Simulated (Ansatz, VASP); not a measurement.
One calculation of SnO2, two programs

Contents of INCAR:

```
SYSTEM = SnO2
ALGO     = Normal         ! electronic algorithm
EDIFF    = 1E-6           ! SCF threshold, eV
ENCUT    = 520            ! plane-wave cutoff, eV
GGA      = CA             ! functional
ISIF     = 2              ! what is computed and relaxed
ISMEAR   = 0              ! smearing method
LASPH    = .True.         ! aspherical terms in the spheres
LCHARG   = .True.         ! write CHGCAR
LELF     = .True.         ! ELF
LREAL    = .False.        ! projectors in reciprocal space
LVHAR    = .True.       
LWAVE    = .False.        ! write WAVECAR
NBANDS   = 35             ! bands
NELM     = 60             ! most SCF steps
PREC     = Accurate       ! precision mode
SIGMA    = 0.05           ! smearing width, eV
```

The input KPOINTS:

```
k-points
0
Gamma
  6 6 8
  0 0 0
```

POSCAR

```
SnO2
1.0
    4.7920905482      0.0000000000      0.0000000000
    0.0000000000      4.7951101770      0.0000000000
    0.0000000000      0.0000000000      3.1421691089
Sn O
2 4
Direct
    0.5000000000      0.5000000000      0.5000000000
    0.0000000000      0.0000000000      0.0000000000
    0.3055669685      0.3065721192      0.0000000000
    0.8055669685      0.1934278808      0.5000000000
    0.1944330315      0.8065721192      0.5000000000
    0.6944330315      0.6934278808      0.0000000000
```

Input for Ansatz:

```yaml
crystal:
  lattice:
    - [4.7920905482, 0.0, 0.0]
    - [0.0, 4.795110177, 0.0]
    - [0.0, 0.0, 3.1421691089]
  atoms:
    - { symbol: Sn, position: [0.5, 0.5, 0.5] }
    - { symbol: Sn, position: [0.0, 0.0, 0.0] }
    - { symbol: O, position: [0.3055669685, 0.3065721192, 0.0] }
    - { symbol: O, position: [0.8055669685, 0.1934278808, 0.5] }
    - { symbol: O, position: [0.1944330315, 0.8065721192, 0.5] }
    - { symbol: O, position: [0.6944330315, 0.6934278808, 0.0] }
basis:
  ecutwfc: 420
kpoints:
  mp_grid: { grid: [6, 6, 8] }
hamiltonian:
  xc: lda
scf:
  occupations: { method: gaussian, width: 0.05 }
output:
  forces: true
  stress: true
  eigenvalues: true
```

Change from the starting cell: strain +0.015 along x and y, -0.015 along z, atoms carried along.

Alike in both runs: task single point; functional LDA; k mesh 6 × 6 × 8; occupations gaussian, width 0.05 eV; no spin polarisation.

```csv
,VASP,Ansatz
version,VASP 6.6.1,Ansatz 0.2.0
potentials or method,"VASP PAW LDA potentials, release 64 (Sn_d, O), cutoff 520 eV","scalar-relativistic, plane waves, PAW"
valence electrons in the cell,52,52
```

|  | VASP | Ansatz | Ansatz less VASP |
| --- | --- | --- | --- |
| gap on the k mesh at the Fermi level (eV) | 1.12 | 1.09 | -0.032 |
| least direct gap on the mesh (eV) | 1.12 | 1.09 | -0.032 |
| pressure (GPa) | -0.7 | -1.8 | -1.04 |
| traceless stress, the component that is largest in VASP (GPa) | 4.41 | 4.04 | -0.368 |
| rms of the force components (eV/Å) | 0.035 | 0.019 | -0.0161 |

LDA's correlation is that of Perdew and Zunger in VASP and of Perdew and Wang (1992) in Ansatz. Atom by atom the forces differ by 0.016 eV/Å (rms over components).
